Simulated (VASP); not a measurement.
# Ti3C in VASP: relaxation of the atoms with PBE

Aim: the relaxation of the atoms of Ti3C with PBE.

All numbers are computed with VASP 6.6.1; they aren't measurements. Logs are shortened: lines on timing, memory, paths and dates and some standing lists are left out, and cuts for length are marked.

## Step 1: The cell of the first run

The cell holds a slab with vacuum, 4 atoms: a = 2.908 Å, b = 2.908 Å, c = 19.994 Å, α = 90.00°, β = 90.00°, γ = 120.00°.

## Step 2: Relaxation of the atoms, PBE

INCAR

```
SYSTEM = Ti3C
ALGO = Normal ; DIPOL = 0.5 0.5 0.362
EDIFF = 1E-6 ; EDIFFG = -0.025
ENCUT = 520 ; GGA = PE
IBRION = 2 ; IDIPOL = 3
ISIF = 2 ; ISMEAR = 0
LASPH = .TRUE. ; LCHARG = .FALSE.
LDIPOL = .TRUE. ; LREAL = .FALSE.
LWAVE = .FALSE. ; NELM = 80
NSW = 36 ; PREC = Accurate
SIGMA = 0.1
```

KPOINTS

```
k-points
0
G
  9 9 1
  0 0 0
```

POSCAR

```
Ti3C
1.0
    2.9075446924      0.0000000000      0.0000000000
   -1.4537723462      2.5180075663      0.0000000000
    0.0000000000      0.0000000000     19.9935258682
Ti C
3 1
Selective dynamics
Direct
    0.6666666667      0.3333333333      0.2000647623  F F F
    0.3333333333      0.6666666667      0.3124429313  F F F
    0.0000000000      0.0000000000      0.4248138084  F F F
    0.1666666667      0.3333333333      0.5108416562  F F T
```

Potentials or basis: VASP PAW PBE potentials, release 64 (Ti_sv, C).

On the command line:

```
$ cat potpaw_PBE.64/Ti_sv/POTCAR potpaw_PBE.64/C/POTCAR > POTCAR
$ mpirun -np 1 vasp_std > vasp.out
```

OUTCAR:

```text
SYSTEM = Ti3C
   EDIFF = 1E-6
   EDIFFG = -0.025
   ENCUT = 520
   GGA = PE
   IBRION = 2
   ISIF = 2
   ISMEAR = 0
   LASPH = .TRUE.
   LREAL = .FALSE.
   NELM = 80
   NSW = 36
   PREC = Accurate

 ion  position               nearest neighbor table
   1  0.667  0.333  0.200-   2 2.80   2 2.80   2 2.80
   2  0.333  0.667  0.312-   3 2.80   3 2.80   3 2.80   1 2.80   1 2.80   1 2.80
   3  0.000  0.000  0.425-   4 1.91   2 2.80   2 2.80   2 2.80
   4  0.167  0.333  0.511-   3 1.91

  LATTYP: Found a hexagonal cell.
 ALAT       =     2.9075446924
 C/A-ratio  =     6.8764294219

  Lattice vectors:

 A1 = (   2.9075446924,   0.0000000000,   0.0000000000)
 A2 = (  -1.4537723462,   2.5180075663,   0.0000000000)
 A3 = (   0.0000000000,   0.0000000000,  19.9935258682)

Analysis of symmetry for initial positions (statically):
=====================================================================
 Subroutine PRICEL returns:
 Original cell was already a primitive cell.

 Routine SETGRP: Setting up the symmetry group for a
 hexagonal supercell.

 Subroutine GETGRP returns: Found  2 space group operations
 (whereof  2 operations were pure point group operations)
 out of a pool of 24 trial point group operations.

The static configuration has the point symmetry C_1h.

Analysis of symmetry for dynamics (positions and initial velocities):
=====================================================================
 Subroutine PRICEL returns:
 Original cell was already a primitive cell.

 Routine SETGRP: Setting up the symmetry group for a
 hexagonal supercell.

 Subroutine GETGRP returns: Found  2 space group operations
 (whereof  2 operations were pure point group operations)
 out of a pool of 24 trial point group operations.

The dynamic configuration has the point symmetry C_1h.

Analysis of constrained symmetry for selective dynamics:
=====================================================================
 Subroutine PRICEL returns:
 Original cell was already a primitive cell.

 Routine SETGRP: Setting up the symmetry group for a
 hexagonal supercell.

 Subroutine GETGRP returns: Found  2 space group operations
 (whereof  2 operations were pure point group operations)
 out of a pool of 24 trial point group operations.

The constrained configuration has the point symmetry C_1h.

 Subroutine INISYM returns: Found  2 space group operations
 (whereof  2 operations are pure point group operations),
 and found     1 'primitive' translations

----------------------------------------------------------------------------------------

                                     Primitive cell

  volume of cell :     146.3770

  direct lattice vectors                    reciprocal lattice vectors
     2.907544692  0.000000000  0.000000000     0.343932804  0.198569697  0.000000000
    -1.453772346  2.518007566  0.000000000     0.000000000  0.397139394  0.000000000
     0.000000000  0.000000000 19.993525868     0.000000000  0.000000000  0.050016191

  length of vectors
     2.907544692  2.907544692 19.993525868     0.397139394  0.397139394  0.050016191

  position of ions in fractional coordinates (direct lattice)
     0.666666667  0.333333333  0.200064762
     0.333333333  0.666666667  0.312442931
     0.000000000  0.000000000  0.424813808
     0.166666667  0.333333333  0.510841656

  ion indices of the primitive-cell ions
   primitive index   ion index
                 1           1
                 2           2
                 3           3
                 4           4

----------------------------------------------------------------------------------------

 KPOINTS: k-points

Automatic generation of k-mesh.
 Grid dimensions read from file:
 generate k-points for:    9    9    1

 Generating k-lattice:

  Cartesian coordinates                     Fractional coordinates (reciprocal lattice)
     0.038214756  0.022063300  0.000000000     0.111111111  0.000000000  0.000000000
     0.000000000  0.044126599  0.000000000     0.000000000  0.111111111  0.000000000
     0.000000000  0.000000000  0.050016191     0.000000000  0.000000000  1.000000000

  Length of vectors
     0.044126599  0.044126599  0.050016191

  Shift w.r.t. Gamma in fractional coordinates (k-lattice)
     0.000000000  0.000000000  0.000000000

 Subroutine IBZKPT returns following result:
 ===========================================

 Found     25 irreducible k-points:

 Following reciprocal coordinates:
            Coordinates               Weight
  0.000000  0.000000  0.000000      1.000000
  0.111111 -0.000000  0.000000      4.000000
  0.000000  0.111111  0.000000      2.000000
  0.222222  0.000000  0.000000      4.000000
  0.000000  0.222222  0.000000      2.000000
  0.333333  0.000000  0.000000      4.000000
[... 16 lines left out ...]
 -0.222222 -0.444444  0.000000      4.000000
  0.444444  0.333333  0.000000      4.000000
   k-points           NKPTS =     25   k-points in BZ     NKDIM =     25   number of bands    NBANDS=     24
   number of dos      NEDOS =    301   number of ions     NIONS =      4
   total plane-waves  NPLWV =  86400
   dimension x,y,z NGX =    24 NGY =   24 NGZ =  150
   dimension x,y,z NGXF=    48 NGYF=   48 NGZF=  300
   ions per type =               3   1
   NGX,Y,Z   is equivalent  to a cutoff of  13.72, 13.72, 12.47 a.u.
   NGXF,Y,Z  is equivalent  to a cutoff of  27.45, 27.45, 24.94 a.u.
 SYSTEM =  Ti3C
   PREC   = accura    normal or accurate (medium, high low for compatibility)
   ISTART =      0    job   : 0-new  1-cont  2-samecut
   ICHARG =      2    charge: 1-file 2-atom 10-const
   ISPIN  =      1    spin polarized calculation?
   LNONCOLLINEAR =      F non collinear calculations
   LSORBIT =      F    spin-orbit coupling
   LASPH  =      T    aspherical Exc in radial PAW
   ENCUT  =  520.0 eV  38.22 Ry    6.18 a.u.   5.41  5.41 37.17*2*pi/ulx,y,z
   NELM   =     80;   NELMIN=  2; NELMDL= -5     # of ELM steps
   EDIFF  = 0.1E-05   stopping-criterion for ELM
   LREAL  =      F    real-space projection
   EDIFFG = -.3E-01   stopping-criterion for IOM
   NSW    =     36    number of steps for IOM
   IBRION =      2    ionic relax: 0-MD 1-quasi-New 2-CG
   NFREE  =      1    steps in history (QN), initial steepest desc. (CG)
   ISIF   =      2    stress and relaxation
   ISYM   =      2    0-nonsym 1-usesym 2-fastsym
   POTIM  = 0.5000    time-step for ionic-motion
   TEBEG  =    0.0;   TEEND  =   0.0 temperature during run
   PSTRESS=    0.0 pullay stress
   NELECT =      40.0000    total number of electrons
   NUPDOWN=      -1.0000    fix difference up-down
   EMIN   =  10.00;   EMAX   =-10.00  energy-range for DOS
   EFERMI =   0.00;   METHOD = LEGACY
   ISMEAR =     0;   SIGMA  =   0.10  broadening in eV -4-tet -1-fermi 0-gaus
   EFERMI_NEDOS =   21; number of points for ismear=-14 and -15
   IALGO  =     38    algorithm
   IMIX   =      4    mixing-type and parameters
     AMIX     =   0.40;   BMIX     =  1.00
     AMIX_MAG =   1.60;   BMIX_MAG =  1.00
  volume/ion in A,a.u.               =      36.59       246.95
  Fermi-wavevector in a.u.,A,eV,Ry     =   1.062357  2.007564 15.355573  1.128603
  Thomas-Fermi vector in A             =   2.197805
   LORBIT       =      0    0 simple, 1 ext, 2 COOP (PROOUT), +10 PAW based schemes
   GGA     = PE    functional components
   LHFCALC =     F    Hartree Fock is set to
   AEXX    =    0.0000 exact exchange contribution
   IVDW    =     0    specifies the selected vdW correction
   LEPSILON=     F    determine dielectric tensor
   LRPA    =     F    only Hartree local field effects (RPA)
 conjugate gradient relaxation of ions
 non-spin polarized calculation
 Gauss-broadening in eV      SIGMA  =   0.10
  energy-cutoff  :      520.00
  volume of cell :      146.38
 maximum number of plane-waves:      4011
 NGX is ok and might be reduce to    24
   NGX = 11   NGY = 11   NGZ = 75

 dipolmoment           0.000000      0.000000     -0.011182 electrons x Angstroem

--------------------------------------- Ionic step        1  -------------------------------------------

 number of electron      39.9999994 magnetization

 Free energy of the ion-electron system (eV)
  ---------------------------------------------------
  ext. energy  EPLUGINS =         0.00000000
  ---------------------------------------------------
  free energy    TOTEN  =       -27.40398051 eV

  energy without entropy =      -27.37671655  energy(sigma->0) =      -27.39034853

------------------------ aborting loop because EDIFF is reached ----------------------------------------

  FORCE on cell =-STRESS in cart. coord.  units (eV):
  Direction    XX          YY          ZZ          XY          YZ          ZX
  --------------------------------------------------------------------------------------
  -------------------------------------------------------------------------------------
  Total       -1.5164951     -0.0227314     -0.1276139      0.0000000      1.8430146      0.0000000
  in kB      -16.5988796     -0.2488073     -1.3968044      0.0000000     20.1728166      0.0000000
  external PRESSURE =      -6.0814971 kB  Pullay stress =       0.0000000 kB
[... 99 lines left out ...]
  energy  without entropy=      -27.3915373190  energy(sigma->0) =      -27.40586912

--------------------------------------- Ionic step        4  -------------------------------------------

 number of electron      39.9999994 magnetization

 dipolmoment           0.000000      0.000000      0.100748 electrons x Angstroem

 Free energy of the ion-electron system (eV)
  ---------------------------------------------------
  ext. energy  EPLUGINS =         0.00000000
  ---------------------------------------------------
  free energy    TOTEN  =       -27.42025794 eV

  energy without entropy =      -27.39173209  energy(sigma->0) =      -27.40599502

 E-fermi :  -0.2478     XC(G=0):  -5.6096

 val. band max:       -0.2696489161   @ k =   0.2222   0.2222   0.0000
 cond. band min:      -0.2391726636   @ k =   0.3333   0.3333   0.0000
 fundamental gap:      0.0304762525
 Fermi energy:        -0.2478414564

 k-point     1 :       0.0000    0.0000    0.0000
  band No.  band energies     occupation
      1     -57.1003      2.00000
      2     -56.8171      2.00000
      3     -56.4062      2.00000
      4     -33.5047      2.00000
      5     -33.0785      2.00000
      6     -33.0606      2.00000
[... 637 lines left out ...]
     23       0.3192      0.00000
     24       0.4702      0.00000

 [... further k-points ...]

------------------------ aborting loop because EDIFF is reached ----------------------------------------

 vacuum level on the upper side and lower side of the slab       (xc-potential included)         1.023        -1.445

  FORCE on cell =-STRESS in cart. coord.  units (eV):
  Direction    XX          YY          ZZ          XY          YZ          ZX
  --------------------------------------------------------------------------------------
  -------------------------------------------------------------------------------------
  Total       -1.3897892      0.5131681      0.9298069      0.0000000      2.4421834      0.0000000
  in kB      -15.2120129      5.6169088     10.1772519      0.0000000     26.7310513      0.0000000
  external PRESSURE =       0.1940493 kB  Pullay stress =       0.0000000 kB

 VOLUME and BASIS-vectors are now :
 -----------------------------------------------------------------------------
  energy-cutoff  :      520.00
  volume of cell :      146.38
      direct lattice vectors                 reciprocal lattice vectors
     2.907544692  0.000000000  0.000000000     0.343932804  0.198569697  0.000000000
    -1.453772346  2.518007566  0.000000000     0.000000000  0.397139394  0.000000000
     0.000000000  0.000000000 19.993525868     0.000000000  0.000000000  0.050016191
[... 10 lines left out ...]
  FREE ENERGIE OF THE ION-ELECTRON SYSTEM (eV)
  ---------------------------------------------------
  free  energy   TOTEN  =       -27.4202579446 eV

  energy  without entropy=      -27.3917320874  energy(sigma->0) =      -27.40599502

 reached required accuracy - stopping structural energy minimisation

 vacuum level on the upper side and lower side of the slab         6.630         4.089
```

Run time: 3.5 min. Hardware: 1 thread of Intel Xeon 6975P-C (Granite Rapids), shared host; peak memory 0.32 GiB.

Results:

- Free energy: -27.4203 eV
- Energy gained by relaxing: 4.1 meV/atom
- Ionic steps: 4
- Band gap on the k mesh: zero (bands 20 and 21 overlap by 0.96 eV)

The path:
```csv
step,energy change (eV),largest force on free atoms (eV/Å),pressure (GPa)
1,0.0000,0.5703,-0.61
2,-0.0120,0.3027,-0.31
3,-0.0162,0.0332,0.05
4,-0.0163,0.0005,0.02
```

Final structure:
```
Ti C
1.0
     2.90754    0.00000    0.00000
    -1.45377    2.51801    0.00000
     0.00000    0.00000   19.99353
Ti C
3 1
Direct
  0.66667 0.33333 0.20006
  0.33333 0.66667 0.31244
  0.00000 0.00000 0.42481
  0.16667 0.33333 0.50806
```

The gap in the log of VASP goes by the Fermi energy; the results here count the filled bands.